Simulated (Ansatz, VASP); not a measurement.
ZnO in VASP and in Ansatz

```xyz
2
Lattice="1.4332 -3.5271 0.0000 1.4332 3.5271 0.0000 0.0000 0.0000 2.8385" Properties=species:S:1:pos:R:3 pbc="T T T"
Zn    0.0000    0.0000    0.0000
O     1.4332    0.0000    1.4192
```

Change from the starting cell: species swapped into the VPt type (Pmma, No. 51).

Alike in both runs: functional PBE; k mesh 20 × 20 × 20; occupations gaussian, width 0.1 eV; no spin polarisation.

Ansatz relaxed the structure, and its values are those at the end. VASP's run is a single point on that final structure, the one shown.

|  | VASP | Ansatz |
| --- | --- | --- |
| version | VASP 6.6.1 | Ansatz 0.2.0 |
| potentials or method | VASP PAW PBE potentials, release 64 (Zn, O), cutoff 520 eV | scalar-relativistic, plane waves, PAW |
| valence electrons in the cell | 18 | 18 |

Ansatz gave:

| Property | Result |
| --- | --- |
| gap on the k mesh at the Fermi level (eV) | none |
| pressure (GPa) | 0.0 |

Question: Estimate VASP's values.

Answer: gap on the k mesh at the Fermi level (eV): none; pressure (GPa): 0.8.

A gap of «none» marks a metal or a gap that the smearing closes.
